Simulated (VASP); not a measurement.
# PbO2 (Fm-3m) in VASP: further runs

Runs on PbO2. Level: r2SCAN. Tasks: relaxation of cell and atoms.

Everything below comes from runs of VASP 6.6.1. Logs are shortened: lines on timing, memory, paths and dates and some standing lists are left out, and cuts for length are marked.

## Step 1: The cell of the first run

Symmetry: Fm-3m, No. 225, cubic system. The conventional cell has a = 5.360 Å, b = 5.360 Å, c = 5.360 Å, α = 90.00°, β = 90.00°, γ = 90.00°. Pb (site symmetry m-3m) has 8 O at 2.32 Å within 3.1 Å. Within 3.1 Å of O (site symmetry -43m) lie 4 Pb at 2.32 Å and 6 O at 2.68 Å.

## Step 2: Relaxation of cell and atoms, r2SCAN, target pressure 10 GPa, at which the enthalpy is minimised

The input, POSCAR:

```
PbO2
1.0
    0.0000000000      2.6800000000      2.6800000000
    2.6800000000      0.0000000000      2.6800000000
    2.6800000000      2.6800000000      0.0000000000
Pb O
1 2
Direct
    0.0000000000      0.0000000000      0.0000000000
    0.2500000000      0.2500000000      0.2500000000
    0.7500000000      0.7500000000      0.7500000000
```

The input, INCAR.step1:

```
SYSTEM = PbO2
  PREC = Accurate
  ENCUT = 660
  ISMEAR = -1
  SIGMA = 0.01
  LREAL = .FALSE.
  LASPH = .TRUE.
  NELM = 120
  GGA = PE
  ALGO = Normal
  EDIFF = 1E-5
  LWAVE = .TRUE.
  LCHARG = .FALSE.
  GGA_COMPAT = .FALSE.
  IBRION = 2
  ISIF = 3
  EDIFFG = -0.005
  NELMIN = 4
  NSW = 100
```

The input, INCAR.step2:

```
SYSTEM = PbO2
  PREC = Accurate
  ENCUT = 660
  EDIFF = 1E-7
  ISMEAR = -1
  SIGMA = 0.01
  LREAL = .FALSE.
  LASPH = .TRUE.
  NELM = 120
  ALGO = Normal
  ISIF = 3
  LWAVE = .FALSE.
  LCHARG = .FALSE.
  METAGGA = R2SCAN
  LMIXTAU = .TRUE.
  IBRION = 2
  NSW = 60
  EDIFFG = -0.01
  PSTRESS = 100.0
  ISTART = 1
  GGA_COMPAT = .FALSE.
  NELMIN = 4
```

The input, KPOINTS:

```
Automatic mesh
0
G
  6 6 6
  0 0 0
```

Potentials or basis: VASP PAW PBE potentials, release 64 (Pb_d, O).

Run with:

```sh
$ cat potpaw_PBE.64/Pb_d/POTCAR potpaw_PBE.64/O/POTCAR > POTCAR
$ cp INCAR.step1 INCAR
$ mpirun -np 1 vasp_std > vasp.out
$ cp INCAR.step2 INCAR
$ mpirun -np 1 vasp_std > vasp.out
```

OUTCAR:

```text
SYSTEM = PbO2
   PREC = Accurate
   ENCUT = 660
   EDIFF = 1E-7
   ISMEAR = -1
   LREAL = .FALSE.
   LASPH = .TRUE.
   NELM = 120
   ISIF = 3
   METAGGA = R2SCAN
   IBRION = 2
   NSW = 60
   EDIFFG = -0.01
   PSTRESS = 100.0
   ISTART = 1
   NELMIN = 4

 ion  position               nearest neighbor table
   1  0.000  0.000  0.000-   2 2.32   3 2.32   3 2.32   3 2.32   3 2.32   2 2.32   2 2.32   2 2.32

   2  0.250  0.250  0.250-   1 2.32   1 2.32   1 2.32   1 2.32
   3  0.750  0.750  0.750-   1 2.32   1 2.32   1 2.32   1 2.32

  LATTYP: Found a face centered cubic cell.
 ALAT       =     5.3600000000

  Lattice vectors:

 A1 = (   0.0000000000,   2.6800000000,   2.6800000000)
 A2 = (   2.6800000000,   0.0000000000,   2.6800000000)
 A3 = (   2.6800000000,   2.6800000000,   0.0000000000)

Analysis of symmetry for initial positions (statically):
=====================================================================
 Subroutine PRICEL returns:
 Original cell was already a primitive cell.

 Routine SETGRP: Setting up the symmetry group for a
 face centered cubic supercell.

 Subroutine GETGRP returns: Found 48 space group operations
 (whereof 48 operations were pure point group operations)
 out of a pool of 48 trial point group operations.

The static configuration has the point symmetry O_h .

Analysis of symmetry for dynamics (positions and initial velocities):
=====================================================================
 Subroutine PRICEL returns:
 Original cell was already a primitive cell.

 Routine SETGRP: Setting up the symmetry group for a
 face centered cubic supercell.

 Subroutine GETGRP returns: Found 48 space group operations
 (whereof 48 operations were pure point group operations)
 out of a pool of 48 trial point group operations.

The dynamic configuration has the point symmetry O_h .

 Subroutine INISYM returns: Found 48 space group operations
 (whereof 48 operations are pure point group operations),
 and found     1 'primitive' translations

----------------------------------------------------------------------------------------

                                     Primitive cell

  volume of cell :      38.4977

  direct lattice vectors                    reciprocal lattice vectors
     0.000000000  2.680000000  2.680000000    -0.186567164  0.186567164  0.186567164
     2.680000000  0.000000000  2.680000000     0.186567164 -0.186567164  0.186567164
     2.680000000  2.680000000  0.000000000     0.186567164  0.186567164 -0.186567164

  length of vectors
     3.790092347  3.790092347  3.790092347     0.323143807  0.323143807  0.323143807

  position of ions in fractional coordinates (direct lattice)
     0.000000000  0.000000000  0.000000000
     0.250000000  0.250000000  0.250000000
     0.750000000  0.750000000  0.750000000

  ion indices of the primitive-cell ions
   primitive index   ion index
                 1           1
                 2           2
                 3           3

----------------------------------------------------------------------------------------

 KPOINTS: Automatic mesh

Automatic generation of k-mesh.
 Grid dimensions read from file:
 generate k-points for:    6    6    6

 Generating k-lattice:

  Cartesian coordinates                     Fractional coordinates (reciprocal lattice)
    -0.031094527  0.031094527  0.031094527     0.166666667  0.000000000  0.000000000
     0.031094527 -0.031094527  0.031094527     0.000000000  0.166666667  0.000000000
     0.031094527  0.031094527 -0.031094527     0.000000000  0.000000000  0.166666667

  Length of vectors
     0.053857301  0.053857301  0.053857301

  Shift w.r.t. Gamma in fractional coordinates (k-lattice)
     0.000000000  0.000000000  0.000000000

 Subroutine IBZKPT returns following result:
 ===========================================

 Found     16 irreducible k-points:

 Following reciprocal coordinates:
            Coordinates               Weight
  0.000000  0.000000  0.000000      1.000000
  0.166667  0.000000  0.000000      8.000000
  0.333333  0.000000  0.000000      8.000000
  0.500000  0.000000  0.000000      4.000000
  0.166667  0.166667  0.000000      6.000000
  0.333333  0.166667  0.000000     24.000000
[... 8 lines left out ...]
 -0.333333  0.333333  0.166667     24.000000
 -0.333333  0.500000  0.166667     12.000000
   k-points           NKPTS =     16   k-points in BZ     NKDIM =     16   number of bands    NBANDS=     17
   number of dos      NEDOS =    301   number of ions     NIONS =      3
   total plane-waves  NPLWV =  32768
   dimension x,y,z NGX =    32 NGY =   32 NGZ =   32
   dimension x,y,z NGXF=    64 NGYF=   64 NGZF=   64
   ions per type =               1   2
   NGX,Y,Z   is equivalent  to a cutoff of  14.04, 14.04, 14.04 a.u.
   NGXF,Y,Z  is equivalent  to a cutoff of  28.07, 28.07, 28.07 a.u.
 SYSTEM =  PbO2
   PREC   = accura    normal or accurate (medium, high low for compatibility)
   ISTART =      1    job   : 0-new  1-cont  2-samecut
   ICHARG =      0    charge: 1-file 2-atom 10-const
   ISPIN  =      1    spin polarized calculation?
   LNONCOLLINEAR =      F non collinear calculations
   LSORBIT =      F    spin-orbit coupling
   LASPH  =      T    aspherical Exc in radial PAW
   ENCUT  =  660.0 eV  48.51 Ry    6.96 a.u.   7.94  7.94  7.94*2*pi/ulx,y,z
   NELM   =    120;   NELMIN=  4; NELMDL=  0     # of ELM steps
   EDIFF  = 0.1E-06   stopping-criterion for ELM
   LREAL  =      F    real-space projection
   EDIFFG = -.1E-01   stopping-criterion for IOM
   NSW    =     60    number of steps for IOM
   IBRION =      2    ionic relax: 0-MD 1-quasi-New 2-CG
   NFREE  =      1    steps in history (QN), initial steepest desc. (CG)
   ISIF   =      3    stress and relaxation
   ISYM   =      2    0-nonsym 1-usesym 2-fastsym
   POTIM  = 0.5000    time-step for ionic-motion
   TEBEG  =    0.0;   TEEND  =   0.0 temperature during run
   PSTRESS=  100.0 pullay stress
   NELECT =      26.0000    total number of electrons
   NUPDOWN=      -1.0000    fix difference up-down
   EMIN   =  10.00;   EMAX   =-10.00  energy-range for DOS
   EFERMI =   0.00;   METHOD = LEGACY
   ISMEAR =    -1;   SIGMA  =   0.01  broadening in eV -4-tet -1-fermi 0-gaus
   EFERMI_NEDOS =   21; number of points for ismear=-14 and -15
   IALGO  =     38    algorithm
   IMIX   =      4    mixing-type and parameters
     AMIX     =   0.40;   BMIX     =  1.00
     AMIX_MAG =   1.60;   BMIX_MAG =  1.00
  volume/ion in A,a.u.               =      12.83        86.60
  Fermi-wavevector in a.u.,A,eV,Ry     =   1.436331  2.714272 28.069449  2.063046
  Thomas-Fermi vector in A             =   2.555531
   LORBIT       =      0    0 simple, 1 ext, 2 COOP (PROOUT), +10 PAW based schemes
   METAGGA = R2SCAN    functional components
   LHFCALC =     F    Hartree Fock is set to
   AEXX    =    0.0000 exact exchange contribution
   IVDW    =     0    specifies the selected vdW correction
   LEPSILON=     F    determine dielectric tensor
   LRPA    =     F    only Hartree local field effects (RPA)
 conjugate gradient relaxation of ions
 non-spin polarized calculation
  energy-cutoff  :      660.00
  volume of cell :       38.50
 maximum number of plane-waves:      1524
   NGX = 15   NGY = 15   NGZ = 15

--------------------------------------- Ionic step        1  -------------------------------------------

 number of electron      25.9999997 magnetization

 Free energy of the ion-electron system (eV)
  ---------------------------------------------------
  ext. energy  EPLUGINS =         0.00000000
  ---------------------------------------------------
  free energy    TOTEN  =       -70.78701903 eV

  energy without entropy =      -70.78670032  energy(sigma->0) =      -70.78685968

------------------------ aborting loop because EDIFF is reached ----------------------------------------

  FORCE on cell =-STRESS in cart. coord.  units (eV):
  Direction    XX          YY          ZZ          XY          YZ          ZX
  --------------------------------------------------------------------------------------
  -------------------------------------------------------------------------------------
  Total       -0.7035624     -0.7035624     -0.7035624      0.0000000      0.0000000     -0.0000000
  in kB      -29.2805233    -29.2805233    -29.2805233      0.0000000      0.0000000     -0.0000000
  external PRESSURE =    -129.2805233 kB  Pullay stress =     100.0000000 kB

 VOLUME and BASIS-vectors are now :
 -----------------------------------------------------------------------------
  energy-cutoff  :      660.00
  volume of cell :       38.50
      direct lattice vectors                 reciprocal lattice vectors
     0.000000000  2.680000000  2.680000000    -0.186567164  0.186567164  0.186567164
     2.680000000  0.000000000  2.680000000     0.186567164 -0.186567164  0.186567164
     2.680000000  2.680000000  0.000000000     0.186567164  0.186567164 -0.186567164
[... 87 lines left out ...]
  FREE ENERGIE OF THE ION-ELECTRON SYSTEM (eV)
  ---------------------------------------------------
  free  energy   TOTEN  =       -70.7383927210 eV

  energy  without entropy=      -70.7380740141  energy(sigma->0) =      -70.73823337

  enthalpy is  TOTEN    =       -68.5000371424 eV   P V=        2.2383555785

--------------------------------------- Ionic step        4  -------------------------------------------

 number of electron      26.0000005 magnetization

 Free energy of the ion-electron system (eV)
  ---------------------------------------------------
  ext. energy  EPLUGINS =         0.00000000
  ---------------------------------------------------
  free energy    TOTEN  =       -70.73521875 eV

  energy without entropy =      -70.73490004  energy(sigma->0) =      -70.73505940

 E-fermi :   6.6020     XC(G=0): -12.4767

 val. band max:        6.5780093322   @ k =  -0.3333   0.5000   0.1667
 cond. band min:       7.5765007238   @ k =   0.1667   0.1667   0.0000
 fundamental gap:      0.9984913916
 Fermi energy:         6.6019882863

 k-point     1 :       0.0000    0.0000    0.0000
  band No.  band energies     occupation
      1     -13.7028      2.00000
      2     -10.3342      2.00000
      3      -9.7461      2.00000
      4      -9.7461      2.00000
      5      -9.7461      2.00000
      6      -9.3669      2.00000
[... 9 lines left out ...]
     16      14.5187      0.00000
     17      14.5187      0.00000
[... 320 lines left out ...]
 POSITION                                       TOTAL-FORCE (eV/Angst)
 -----------------------------------------------------------------------------------
      2.61615      2.61615      5.23229        -0.000000      0.000000     -0.000000
      1.30807      1.30807      1.30807         0.000000     -0.000000      0.000000
      3.92422      3.92422      3.92422        -0.000000      0.000000      0.000000
 -----------------------------------------------------------------------------------
    total drift:                               -0.000000     -0.000000     -0.000000

  FREE ENERGIE OF THE ION-ELECTRON SYSTEM (eV)
  ---------------------------------------------------
  free  energy   TOTEN  =       -70.7352187497 eV

  energy  without entropy=      -70.7349000428  energy(sigma->0) =      -70.73505940

  enthalpy is  TOTEN    =       -68.5000737697 eV   P V=        2.2351449799

 reached required accuracy - stopping structural energy minimisation
```

It took 1.7 min on 1 thread of Intel Xeon 6975P-C (Granite Rapids), shared host; peak memory 0.2 GiB.

Results:

| Item | Value |
| --- | --- |
| Free energy | -70.7352 eV |
| Relaxed volume | 11.94 Å³/atom |
| Relaxed cell | a = 3.700 Å, b = 3.700 Å, c = 3.700 Å, α = 60.00°, β = 60.00°, γ = 60.00° |
| Space group after relaxing (to 0.1 Å) | Fm-3m (No. 225) |
| Energy change on relaxing (the run minimises the enthalpy) | +17.3 meV/atom |
| Ionic steps | 4 |
| Pressure after relaxing | 10.0 GPa |
| Band gap on the k mesh | zero (bands 13 and 14 overlap by 1.44 eV) |

Step by step:
| step | energy change (eV) | largest force (eV/Å) | pressure (GPa) | volume (Å³) |
| --- | --- | --- | --- | --- |
| 1 | 0.0000 | 0.0000 | -2.93 | 38.50 |
| 2 | 0.3970 | 0.0000 | 31.04 | 33.01 |
| 3 | 0.0486 | 0.0000 | 9.73 | 35.86 |
| 4 | 0.0518 | 0.0000 | 10.03 | 35.81 |

Final structure:
```
CELL_PARAMETERS angstrom
0.00000 2.61615 2.61615
2.61615 0.00000 2.61615
2.61615 2.61615 0.00000
ATOMIC_POSITIONS crystal
Pb 0.00000 0.00000 0.00000
O 0.25000 0.25000 0.25000
O 0.75000 0.75000 0.75000
```

Levels at points of the mesh, in eV from the Fermi level:
```
           k point  band 9  band 10  band 11  band 12  band 13  band 14  band 15  band 16  band 17
(0.00, 0.00, 0.00)   -2.21    -2.21    -1.67    -1.46    -1.46    -1.46     7.92     7.92     7.92
(0.50, 0.00, 0.00)   -3.79    -3.23    -3.23    -1.61    -1.61     3.54     7.99    11.08    11.08
(0.50, 0.50, 0.00)   -5.17    -5.17    -0.37    -0.18    -0.18     2.44     7.56    10.02    12.69
```

Caveat: the cell is relaxed towards a set pressure, so the run minimises the enthalpy, not the energy; the PAW data sets were made with another functional, which shifts forces and pressure a little; spin-orbit coupling is left out, which moves the levels of the heavy elements.

[end of part 1 of 2]

The gap in the log of VASP goes by the Fermi energy; the results here count the filled bands.